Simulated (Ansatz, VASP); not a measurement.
Pd: VASP beside Ansatz

File INCAR:

```
ALGO = Fast
EDIFF = 1E-7
ENCUT = 520
GGA = PS
ISIF = 2
ISMEAR = 0
LASPH = T
LCHARG = F
LREAL = F
LWAVE = F
NBANDS = 11
NELM = 100
PREC = Accurate
SIGMA = 0.1
```

KPOINTS

```
k-points
0
Gamma
  18 18 18
```

The input POSCAR:

```
Pd
1.0
   -1.6490869269      1.6490869269      1.6490869269
    1.6490869269     -1.6490869269      1.6490869269
    1.6490869269      1.6490869269     -1.6490869269
Pd
1
Direct
    0.0000000000      0.0000000000      0.0000000000
```

Input for Ansatz:

```yaml
crystal:
  lattice:
    - [-1.6490869269, 1.6490869269, 1.6490869269]
    - [1.6490869269, -1.6490869269, 1.6490869269]
    - [1.6490869269, 1.6490869269, -1.6490869269]
  atoms:
    - { symbol: Pd, position: [0.0, 0.0, 0.0] }
basis:
  ecutwfc: 420
kpoints:
  mp_grid: { grid: [18, 18, 18] }
hamiltonian:
  xc: pbesol
scf:
  occupations: { method: gaussian, width: 0.1 }
output:
  forces: true
  stress: true
  eigenvalues: true
```

Alike in both runs: task single point; functional PBEsol; k mesh 18 × 18 × 18; occupations gaussian, width 0.1 eV; no spin polarisation.

```csv
,VASP,Ansatz
version,VASP 6.6.1,Ansatz 0.2.0
potentials or method,"VASP PAW PBE potentials, release 64 (Pd), cutoff 520 eV","scalar-relativistic, plane waves, PAW"
valence electrons in the cell,10,18
```

Ansatz gave:

```
gap on the k mesh at the Fermi level (eV) : none
pressure (GPa)                            : -23.1
```

**Question.** Estimate VASP's values.

**Answer.** gap on the k mesh at the Fermi level (eV): none; pressure (GPa): -23.2.

VASP's potentials were made for PBE, not for PBEsol. A gap of «none» marks a metal or a gap that the smearing closes. VASP's potentials hold 10 valence electrons a cell and Ansatz's 18, so a difference there can come from the potentials and not from the codes.
